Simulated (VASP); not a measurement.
Input of a VASP 6.6.1 run:

File INCAR:

```
PREC = Accurate ; ENCUT = 520
EDIFF = 1E-6 ; ISMEAR = 0
SIGMA = 0.05 ; LREAL = False
LASPH = True ; NELM = 60
ALGO = Normal ; ISIF = 2
LWAVE = False ; LCHARG = True
LELF = True ; LVHAR = True
NBANDS = 36
```

File KPOINTS:

```
regular mesh
0
Gamma
  8 8 3
```

File POSCAR:

```
ZnS
1.0
    2.7046500000     -2.7046500000      0.0000000000
    2.7046500000      0.0000000000     -2.7046500000
    6.7616250000      4.7331375000      4.7331375000
Zn S
3 3
Direct
    0.6354083333      0.6354083333      0.1250333333
   -0.1979250000     -0.1979250000      0.7917000000
    0.2187416667      0.2187416667      0.4583666667
    0.4479083333      0.4479083333      0.8750333333
    0.8645750000      0.8645750000      0.5417000000
    0.2812416667      0.2812416667      0.2083666667
```

Potentials or basis: VASP PAW LDA potentials, release 64 (Zn, S).

Launch:

```sh
$ cat potpaw_LDA.64/Zn/POTCAR potpaw_LDA.64/S/POTCAR > POTCAR
$ mpirun -np 1 vasp_std > vasp.out
```

Question: Estimate the band gap on the k mesh.

Answer: 0.92 eV, direct.

Question: What does it give for the largest force?

Answer: 0.611 eV/Å.

Stress tensor (GPa, compression positive):
```
-7.77  0.76  0.76
 0.76 -3.38  2.44
 0.76  2.44 -3.38
```

Expect the measured gap to be larger: semilocal functionals such as LDA lack the derivative discontinuity.
